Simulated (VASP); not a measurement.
# AlN in VASP: a series of runs

AlN is run at these levels: PBE; tasks: single point.

Everything below comes from runs of VASP 6.6.1. Logs are shortened: lines on timing, memory, paths and dates and some standing lists are left out, and cuts for length are marked.

## 1. The cell of the first run

The cell holds an amorphous packing of atoms, 14 atoms: a = 5.226 Å, b = 5.611 Å, c = 5.505 Å, α = 86.11°, β = 90.29°, γ = 88.41°.

## 2. Single point, PBE

The input, INCAR:

```
SYSTEM = AlN
  PREC = Accurate
  ENCUT = 520
  EDIFF = 1E-7
  ISMEAR = -1
  SIGMA = 0.3275
  LREAL = .False.
  LASPH = .True.
  NELM = 80
  ALGO = Normal
  ISIF = 2
  LWAVE = .False.
  LCHARG = .False.
  GGA = PE
  NBANDS = 41
  ISYM = 0
```

The input, KPOINTS:

```
regular mesh
0
Gamma
  1 1 1
  0 0 0
```

The input, POSCAR:

```
AlN
1.0
    5.2253880000      0.0754520000     -0.0146810000
    0.0754520000      5.6076760000      0.1886370000
   -0.0146810000      0.1886370000      5.5019230000
Al N
7 7
Direct
    0.6867552611      1.0012647737      1.2758075078
    0.1294752190      0.6517586010      0.6073663769
    0.0666602391      0.2059218389      0.8156003203
    0.2587776507      0.2082981669      0.2652505994
    0.2106581557      0.6929268625      1.1177928204
    0.5882319078      0.4000940248      0.7517775687
    0.7208050036      0.4565082653      0.3277213783
    0.1383687491      0.9029187679      0.8125759855
    0.4345610106      0.5955374562      0.4266999722
    0.9430838143      0.7792192673      0.2564197697
    0.4792740094      0.0525225865      0.6414816272
    0.6650220898      1.2626551525      0.0398000316
    0.2355811823      0.4535915203      0.9275574056
    0.9524813679      0.3046483524      0.5276913958
```

Potentials or basis: VASP PAW PBE potentials, release 64 (Al, N).

The run is started by

```sh
> cat potpaw_PBE.64/Al/POTCAR potpaw_PBE.64/N/POTCAR > POTCAR
> mpirun -np 1 vasp_gam > vasp.out
```

OUTCAR:

```text
SYSTEM = AlN
   PREC = Accurate
   ENCUT = 520
   EDIFF = 1E-7
   ISMEAR = -1
   LREAL = .False.
   LASPH = .True.
   NELM = 80
   ISIF = 2
   GGA = PE
   ISYM = 0

 ion  position               nearest neighbor table
   1  0.687  0.001  0.276-  10 1.81  12 1.89  11 2.32   4 2.49   7 2.60   7 3.05   5 3.22   4 3.24
                             5 3.35
   2  0.129  0.652  0.607-   8 1.87   9 1.91  13 2.08  10 2.22  14 2.25   3 2.71   5 2.73   6 2.83
                             5 2.87   7 2.91   6 3.27   4 3.28
   3  0.067  0.206  0.816-   8 1.73  14 1.74  13 1.81  12 2.46  11 2.52   4 2.67   2 2.71   6 2.71
                             6 2.98   4 3.20   5 3.29
   4  0.259  0.208  0.265-  13 2.24  14 2.24  11 2.46  12 2.48   1 2.49   3 2.67   5 2.79   7 2.85
                             5 3.07   7 3.13   3 3.20   1 3.24   2 3.28
   5  0.211  0.693  0.118-  10 1.67  13 1.76   8 2.01   9 2.09   2 2.73   4 2.79   2 2.87   4 3.07
                             7 3.11   7 3.13   1 3.22   3 3.29   6 3.31   1 3.35
   6  0.588  0.400  0.752-  12 1.76  13 2.11  11 2.17   9 2.17  14 2.34   7 2.44   3 2.71   2 2.83
                             3 2.98   2 3.27   7 3.28   5 3.31
   7  0.721  0.457  0.328-   9 1.77  14 1.79  12 2.01  10 2.19   6 2.44   1 2.60   4 2.85   2 2.91
                             1 3.05   5 3.11   5 3.13   4 3.13   6 3.28
   8  0.138  0.903  0.813-   3 1.73   2 1.87   5 2.01
   9  0.435  0.596  0.427-   7 1.77   2 1.91   5 2.09   6 2.17
  10  0.943  0.779  0.256-   5 1.67   1 1.81   7 2.19   2 2.22
  11  0.479  0.053  0.641-   6 2.17   1 2.32   4 2.46   3 2.52
  12  0.665  0.263  0.040-   6 1.76   1 1.89   7 2.01   3 2.46   4 2.48
  13  0.236  0.454  0.928-   5 1.76   3 1.81   2 2.08   6 2.11   4 2.24
  14  0.952  0.305  0.528-   3 1.74   7 1.79   4 2.24   2 2.25   6 2.34

IMPORTANT INFORMATION: All symmetrisations will be switched off!
NOSYMM: (Re-)initialisation of all symmetry stuff for point group C_1.

----------------------------------------------------------------------------------------

                                     Primitive cell

  volume of cell :     161.0000

  direct lattice vectors                    reciprocal lattice vectors
     5.225388000  0.075452000 -0.014681000     0.191412514 -0.002595655  0.000599747
     0.075452000  5.607676000  0.188637000    -0.002595655  0.178568100 -0.006129249
    -0.014681000  0.188637000  5.501923000     0.000599747 -0.006129249  0.181966379

  length of vectors
     5.225953338  5.611355188  5.505175397     0.191431052  0.178692114  0.182070565

  position of ions in fractional coordinates (direct lattice)
     0.686755261  0.001264774  0.275807508
     0.129475219  0.651758601  0.607366377
     0.066660239  0.205921839  0.815600320
     0.258777651  0.208298167  0.265250599
     0.210658156  0.692926863  0.117792820
     0.588231908  0.400094025  0.751777569
     0.720805004  0.456508265  0.327721378
     0.138368749  0.902918768  0.812575985
     0.434561011  0.595537456  0.426699972
     0.943083814  0.779219267  0.256419770
     0.479274009  0.052522586  0.641481627
     0.665022090  0.262655153  0.039800032
     0.235581182  0.453591520  0.927557406
     0.952481368  0.304648352  0.527691396

  ion indices of the primitive-cell ions
   primitive index   ion index
                 1           1
                 2           2
                 3           3
                 4           4
                 5           5
                 6           6
                 7           7
                 8           8
                 9           9
                10          10
                11          11
                12          12
                13          13
                14          14

----------------------------------------------------------------------------------------

 KPOINTS: regular mesh

Automatic generation of k-mesh.
 Grid dimensions read from file:
 generate k-points for:    1    1    1

 Generating k-lattice:

  Cartesian coordinates                     Fractional coordinates (reciprocal lattice)
     0.191412514 -0.002595655  0.000599747     1.000000000  0.000000000  0.000000000
    -0.002595655  0.178568100 -0.006129249     0.000000000  1.000000000  0.000000000
     0.000599747 -0.006129249  0.181966379    -0.000000000  0.000000000  1.000000000

  Length of vectors
     0.191431052  0.178692114  0.182070565

  Shift w.r.t. Gamma in fractional coordinates (k-lattice)
     0.000000000  0.000000000  0.000000000

 Subroutine IBZKPT returns following result:
 ===========================================

 Found      1 irreducible k-points:

 Following reciprocal coordinates:
            Coordinates               Weight
  0.000000  0.000000  0.000000      1.000000
   k-points           NKPTS =      1   k-points in BZ     NKDIM =      1   number of bands    NBANDS=     41
   number of dos      NEDOS =    301   number of ions     NIONS =     14
   total plane-waves  NPLWV =  70560
   dimension x,y,z NGX =    40 NGY =   42 NGZ =   42
   dimension x,y,z NGXF=    80 NGYF=   84 NGZF=   84
   ions per type =               7   7
   NGX,Y,Z   is equivalent  to a cutoff of  12.72, 12.44, 12.68 a.u.
   NGXF,Y,Z  is equivalent  to a cutoff of  25.45, 24.89, 25.37 a.u.
 SYSTEM =  AlN
   PREC   = accura    normal or accurate (medium, high low for compatibility)
   ISTART =      0    job   : 0-new  1-cont  2-samecut
   ICHARG =      2    charge: 1-file 2-atom 10-const
   ISPIN  =      1    spin polarized calculation?
   LNONCOLLINEAR =      F non collinear calculations
   LSORBIT =      F    spin-orbit coupling
   LASPH  =      T    aspherical Exc in radial PAW
   ENCUT  =  520.0 eV  38.22 Ry    6.18 a.u.   9.72 10.43 10.24*2*pi/ulx,y,z
   NELM   =     80;   NELMIN=  2; NELMDL= -5     # of ELM steps
   EDIFF  = 0.1E-06   stopping-criterion for ELM
   LREAL  =      F    real-space projection
   EDIFFG = 0.1E-05   stopping-criterion for IOM
   NSW    =      0    number of steps for IOM
   IBRION =     -1    ionic relax: 0-MD 1-quasi-New 2-CG
   NFREE  =      0    steps in history (QN), initial steepest desc. (CG)
   ISIF   =      2    stress and relaxation
   ISYM   =      0    0-nonsym 1-usesym 2-fastsym
   POTIM  = 0.5000    time-step for ionic-motion
   TEBEG  =    0.0;   TEEND  =   0.0 temperature during run
   PSTRESS=    0.0 pullay stress
   NELECT =      56.0000    total number of electrons
   NUPDOWN=      -1.0000    fix difference up-down
   EMIN   =  10.00;   EMAX   =-10.00  energy-range for DOS
   EFERMI =   0.00;   METHOD = LEGACY
   ISMEAR =    -1;   SIGMA  =   0.33  broadening in eV -4-tet -1-fermi 0-gaus
   EFERMI_NEDOS =   21; number of points for ismear=-14 and -15
   IALGO  =     38    algorithm
   IMIX   =      4    mixing-type and parameters
     AMIX     =   0.40;   BMIX     =  1.00
     AMIX_MAG =   1.60;   BMIX_MAG =  1.00
  volume/ion in A,a.u.               =      11.50        77.61
  Fermi-wavevector in a.u.,A,eV,Ry     =   1.151319  2.175677 18.034993  1.325535
  Thomas-Fermi vector in A             =   2.287977
   LORBIT       =      0    0 simple, 1 ext, 2 COOP (PROOUT), +10 PAW based schemes
   GGA     = PE    functional components
   LHFCALC =     F    Hartree Fock is set to
   AEXX    =    0.0000 exact exchange contribution
   IVDW    =     0    specifies the selected vdW correction
   LEPSILON=     F    determine dielectric tensor
   LRPA    =     F    only Hartree local field effects (RPA)
 non-spin polarized calculation
  energy-cutoff  :      520.00
  volume of cell :      161.00
 maximum number of plane-waves:      2170
 NGX is ok and might be reduce to    40
   NGX = 19   NGY = 21   NGZ = 21

 number of electron      55.9999999 magnetization

 Free energy of the ion-electron system (eV)
  ---------------------------------------------------
  ext. energy  EPLUGINS =         0.00000000
  ---------------------------------------------------
  free energy    TOTEN  =       -89.94363509 eV

  energy without entropy =      -89.23961290  energy(sigma->0) =      -89.59162399

 E-fermi :   6.9027     XC(G=0): -10.5682

 val. band max:        6.2600163227   @ k =   0.0000   0.0000   0.0000
 cond. band min:       7.4372352521   @ k =   0.0000   0.0000   0.0000
 fundamental gap:      1.1772189294
 Fermi energy:         6.9026603499

 k-point     1 :       0.0000    0.0000    0.0000
  band No.  band energies     occupation
      1     -10.2095      2.00000
      2      -8.4183      2.00000
      3      -8.3064      2.00000
      4      -7.8227      2.00000
      5      -7.6902      2.00000
      6      -7.2531      2.00000
[... 32 lines left out ...]
     39      13.5205      0.00000
     40      13.7839      0.00000
 [bands above 40 left out]

------------------------ aborting loop because EDIFF is reached ----------------------------------------

  FORCE on cell =-STRESS in cart. coord.  units (eV):
  Direction    XX          YY          ZZ          XY          YZ          ZX
  --------------------------------------------------------------------------------------
  -------------------------------------------------------------------------------------
  Total        4.6747179      7.8456461     -3.1835457     -6.0289938     -1.3372694      4.7246722
  in kB       46.5200393     78.0752496    -31.6807716    -59.9969958    -13.3077172     47.0171554
  external PRESSURE =      30.9715058 kB  Pullay stress =       0.0000000 kB

 VOLUME and BASIS-vectors are now :
 -----------------------------------------------------------------------------
  energy-cutoff  :      520.00
  volume of cell :      161.00
      direct lattice vectors                 reciprocal lattice vectors
     5.225388000  0.075452000 -0.014681000     0.191412514 -0.002595655  0.000599747
     0.075452000  5.607676000  0.188637000    -0.002595655  0.178568100 -0.006129249
    -0.014681000  0.188637000  5.501923000     0.000599747 -0.006129249  0.181966379

 POSITION                                       TOTAL-FORCE (eV/Angst)
 -----------------------------------------------------------------------------------
      3.58461      0.11094      1.50763         0.252914     -1.400449      0.502681
      0.71682      3.77919      3.46273        -0.112870      1.011646     -0.053068
      0.35189      1.31362      4.52524        -0.195908     -1.007564      1.360416
      1.36404      1.23763      1.49488        -0.280408      0.358848      1.389731
      1.15132      3.92382      0.77571         3.100272      1.842470     -2.269835
      3.09289      2.42979      4.20306        -2.939519     -0.942363      0.203566
      3.79612      2.67616      1.87863         1.622560      2.287215     -4.331853
      0.77923      5.22700      4.63902         1.360651     -1.390331     -0.597553
      2.30942      3.45286      2.45363        -0.867873     -0.392627     -0.338240
      4.98301      4.48914      1.54395        -4.192650      0.261643      3.047668
      2.49894      0.45170      3.53225        -0.178959      0.439168     -0.887238
      3.49423      1.53057      0.25876         3.143095     -1.162359      3.972697
      1.25161      2.73634      5.18545         0.430765     -1.075609     -0.418830
      4.99232      1.87978      2.94680        -1.142070      1.170312     -1.580141
 -----------------------------------------------------------------------------------
    total drift:                                0.000066      0.000006      0.000536

  FREE ENERGIE OF THE ION-ELECTRON SYSTEM (eV)
  ---------------------------------------------------
  free  energy   TOTEN  =       -89.9436350871 eV

  energy  without entropy=      -89.2396129024  energy(sigma->0) =      -89.59162399
```

It took 32 s on 1 thread of Intel Xeon 8259CL, shared host; peak memory 0.23 GiB.

What came out:

```yaml
Free_energy: -89.9436 eV
Pressure: 3.1 GPa
Largest_force: 5.197 eV/Å
Band_gap_on_the_k_mesh: 1.18 eV
```

Forces in eV/Å, atoms in the order of the input:
```
Al   0.253 -1.400  0.503
Al  -0.113  1.012 -0.053
Al  -0.196 -1.008  1.360
Al  -0.280  0.359  1.390
Al   3.100  1.842 -2.270
Al  -2.940 -0.942  0.204
Al   1.623  2.287 -4.332
N    1.361 -1.390 -0.598
N   -0.868 -0.393 -0.338
N   -4.193  0.262  3.048
N   -0.179  0.439 -0.887
N    3.143 -1.162  3.973
N    0.431 -1.076 -0.419
N   -1.142  1.170 -1.580
```

Caveat: the k points lie up to 1.20 Å⁻¹ apart.

## 3. Single point, PBE

The input, INCAR:

```
SYSTEM = AlN
  PREC = Accurate
  ENCUT = 520
  EDIFF = 1E-7
  ISMEAR = -1
  SIGMA = 0.3275
  LREAL = .FALSE.
  LASPH = .TRUE.
  NELM = 80
  ALGO = Normal
  ISIF = 2
  LWAVE = .FALSE.
  LCHARG = .FALSE.
  GGA = PE
  ISYM = 0
  NBANDS = 41
```

The input, KPOINTS:

```
Automatic mesh
0
G
  1 1 1
  0 0 0
```

The input, POSCAR:

```
AlN
1.0
    5.2253880000      0.0754520000     -0.0146810000
    0.0754520000      5.6076760000      0.1886370000
   -0.0146810000      0.1886370000      5.5019230000
Al N
7 7
Direct
    0.6974629321      0.9595962109      1.3674061056
   -0.0894818247      0.5820045485      0.6454706337
    0.0205977089      0.1459527092      0.7840368383
    0.2235598900      0.2137232864      0.3024327973
    0.2619399867      0.6780475391      1.1350116473
    0.5330408576      0.3690708920      0.7259340320
    0.7530129822      0.4635348587      0.1678109923
    0.2216537809      0.8576152535      0.7211220751
    0.4302865467      0.5154830176      0.4181855811
    0.9171789063      0.7027440279      0.2996453382
    0.4126586480     -0.0041527213      0.6415241723
    0.6831940299      1.1281190176      0.0589688341
    0.1037588230      0.4835423485      0.9152200613
    0.8760644523      0.2723439603      0.5320191421
```

Potentials or basis: VASP PAW PBE potentials, release 64 (Al, N).

The run is started by

```sh
> cat potpaw_PBE.64/Al/POTCAR potpaw_PBE.64/N/POTCAR > POTCAR
> mpirun -np 1 vasp_gam > vasp.out
```

It took 32 s on 1 thread of Intel Xeon 8259CL, shared host; peak memory 0.23 GiB.

Results (log left out):

- Free energy: -89.8680 eV
- Pressure: -5.6 GPa
- Largest force: 6.471 eV/Å
- Band gap on the k mesh: 1.13 eV

Forces on the atoms (eV/Å):
```
Al   0.079  0.405 -0.816
Al   2.416  2.999 -1.231
Al   0.752 -2.629  5.865
Al   0.890  0.171 -0.203
Al  -1.420  1.143  0.347
Al  -1.922 -1.871  1.434
Al  -1.386 -1.816 -0.231
N   -0.442  1.139  0.760
N   -0.071 -1.404 -3.851
N    0.098  3.326  0.667
N    0.430  1.239 -1.363
N    0.208  1.469 -0.772
N    1.478 -3.238  2.066
N   -1.110 -0.931 -2.672
```

Stress tensor (GPa, compression positive):
```
 -2.16  -0.24   9.96
 -0.24   0.05  -8.41
  9.96  -8.41 -14.81
```

Levels at points of the mesh, in eV from the valence-band top:
```tsv
k point	band 26	band 27	band 28	band 29	band 30	band 31
(0.00, 0.00, 0.00)	-0.71	-0.55	0.00	1.13	2.37	3.32
```

Caveat: the k points lie up to 1.20 Å⁻¹ apart.

(Continued in part 2 of 2.)
